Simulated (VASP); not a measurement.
AlRu: relaxation of cell and atoms with PBE

Crystal: AlRu.

```
CELL_PARAMETERS angstrom
3.60133 0.00000 0.00000
-1.80067 3.11884 0.00000
0.00000 0.00000 4.75845
ATOMIC_POSITIONS crystal
Al 0.00000 0.00000 0.50000
Al 0.00000 0.00000 0.00000
Ru 0.66667 0.33333 0.75000
Ru 0.33333 0.66667 0.25000
```

```yaml
Program: VASP 6.6.1
Task: relaxation of cell and atoms
Functional: PBE
Potentials_or_basis: VASP PAW PBE potentials, release 64 (Al, Ru_pv)
Cutoff: 600 eV
k_mesh: 6 × 6 × 4
Occupations: gaussian, width 0.1 eV
Spin: no spin polarisation
Dipole_correction: no
Further_INCAR_settings: ALGO = Normal; EDIFF = 1e-06; IBRION = 2; EDIFFG = -0.04; NSW = 90; ISIF = 3
```

```yaml
Relaxed_volume: 14.10 Å³/atom
Relaxed_cell: a = 2.867 Å, b = 2.867 Å, c = 7.923 Å, α = 90.00°, β = 90.00°, γ = 120.00°
Space_group_after_relaxing_to_0.05_Å: P6_3/mmc (No. 194)
Energy_gained_by_relaxing: 648.3 meV/atom
Ionic_steps: 32
Pressure_after_relaxing: -0.2 GPa
Band_gap_on_the_k_mesh: zero (band 17 reaches 11.86 eV, above the bottom of band 18 at 9.96 eV)
```

Stress tensor (GPa, compression positive):
```
-0.14  0.00  0.00
 0.00 -0.14  0.00
 0.00  0.00 -0.29
```

The path:
| step | energy change (eV) | largest force (eV/Å) | pressure (GPa) | volume (Å³) |
| --- | --- | --- | --- | --- |
| 1 | 0.0000 | 0.0000 | 33.30 | 53.45 |
| 2 | 0.2408 | 0.0000 | -19.62 | 77.90 |
| 3 | -0.8641 | 0.0000 | -1.40 | 63.37 |
| 4 | -0.8656 | 0.0000 | -0.49 | 62.99 |
| 5 | -0.8655 | 0.0000 | -0.02 | 62.79 |
| 6 | -0.8875 | 0.0000 | 0.16 | 62.69 |
| 7 | -0.9061 | 0.0000 | 0.55 | 62.50 |
| 8 | -0.9540 | 0.0000 | 1.23 | 61.99 |
| 9 | -1.0553 | 0.0000 | 3.44 | 60.50 |
| 10 | -1.7933 | 0.0000 | 10.93 | 55.85 |
| 11 | 3.2282 | 0.0000 | 118.54 | 41.80 |
| 12 | -2.0204 | 0.0000 | 15.71 | 53.98 |
| 13 | -1.6776 | 0.0000 | 41.82 | 48.29 |
| 14 | -1.9568 | 0.0000 | 33.53 | 49.63 |
| 15 | -1.8483 | 0.0000 | 37.16 | 49.01 |
| 16 | -1.8499 | 0.0000 | 37.14 | 49.01 |
| 17 | -1.8542 | 0.0000 | 37.05 | 49.02 |
| 18 | -1.8602 | 0.0000 | 36.67 | 49.03 |
| 19 | -1.8620 | 0.0000 | 36.14 | 49.05 |
| 20 | -1.8697 | 0.0000 | 35.87 | 49.09 |
| 21 | -1.8924 | 0.0000 | 35.19 | 49.19 |
| 22 | -1.9365 | 0.0000 | 33.80 | 49.39 |
| 23 | -2.0199 | 0.0000 | 31.10 | 49.80 |
| 24 | -2.1676 | 0.0000 | 25.97 | 50.62 |
| 25 | -2.3912 | 0.0000 | 16.73 | 52.28 |
| 26 | -2.5868 | 0.0000 | 1.82 | 55.71 |
| 27 | -2.5906 | 0.0000 | -0.09 | 56.24 |
| 28 | -2.5906 | 0.0000 | -0.60 | 56.39 |
| 29 | -2.5910 | 0.0000 | -0.58 | 56.39 |
| 30 | -2.5920 | 0.0000 | -0.50 | 56.39 |
| 31 | -2.5931 | 0.0000 | -0.24 | 56.39 |
| 32 | -2.5932 | 0.0000 | -0.19 | 56.39 |

Final structure:
```xyz
4
Lattice="2.8667 0.0000 0.0000 -1.4333 2.4826 0.0000 0.0000 0.0000 7.9229" Properties=species:S:1:pos:R:3 pbc="T T T"
Al    0.0000    0.0000    3.9614
Al   -1.4333    2.4826    0.0000
Ru    1.4333    0.8275    5.9421
Ru    0.0000    1.6551    1.9807
```

Levels at points of the mesh, in eV from the Fermi level:
| k point | band 13 | band 14 | band 15 | band 16 | band 17 | band 18 | band 19 | band 20 | band 21 |
| --- | --- | --- | --- | --- | --- | --- | --- | --- | --- |
| (0.00, 0.00, 0.00) | -1.87 | -1.86 | -1.86 | -0.35 | -0.21 | -0.21 | -0.05 | -0.05 | 6.16 |
| (0.50, 0.00, 0.00) | -1.30 | -1.16 | -0.77 | -0.63 | -0.17 | 1.30 | 1.30 | 1.99 | 3.64 |
| (0.00, 0.00, 0.50) | -1.86 | -1.86 | -1.54 | -1.54 | -0.13 | -0.13 | -0.13 | -0.13 | 7.94 |
| (0.50, 0.00, 0.50) | -1.93 | -1.93 | -0.97 | -0.97 | 1.30 | 1.30 | 1.85 | 1.85 | 4.09 |

It took 4.4 min on 1 thread of Intel(R) Xeon(R) 6975P-C (Granite Rapids) (shared host), peak memory 0.2 GiB.
